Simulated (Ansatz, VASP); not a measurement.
Hf2TeW2S in VASP and in Ansatz

```xyz
6
Lattice="4.6923 0.0000 0.0000 0.0000 4.6923 0.0000 0.0000 0.0000 5.6842" Properties=species:S:1:pos:R:3 pbc="T T T"
Hf    2.3462    2.3462    0.0000
Hf    0.0000    0.0000    2.8421
Te    0.0000    0.0000    0.0000
W     2.3462    0.0000    3.8873
W     0.0000    2.3462    1.7969
S     2.3462    2.3462    2.8421
```

Change from the starting cell: species swapped into the Li2MgCdP2 type (P-4m2, No. 115).

Alike in both runs: functional PBE; k mesh 4 × 4 × 4; occupations gaussian, width 0.1 eV; no spin polarisation.

Ansatz relaxed the structure, and its values are those at the end. VASP's run is a single point on that final structure, the one shown.

|  | VASP | Ansatz |
| --- | --- | --- |
| version | VASP 6.6.1 | Ansatz 0.2.0 |
| potentials or method | VASP PAW PBE potentials, release 64 (Hf_pv, Te, W_sv, S), cutoff 520 eV | scalar-relativistic, plane waves, PAW |
| valence electrons in the cell | 60 | 102 |

```csv
,VASP,Ansatz,Ansatz less VASP
gap on the k mesh at the Fermi level (eV),0.06,0.06,+0.005
least direct gap on the mesh (eV),0.07,0.08,+0.003
pressure (GPa),-0.1,0.1,+0.21
rms of the force components (eV/Å),0.019,0.003,-0.0156
```

VASP's potentials hold 60 valence electrons a cell and Ansatz's 102, so a difference there can come from the potentials and not from the codes.

Neither program's run includes spin-orbit coupling.
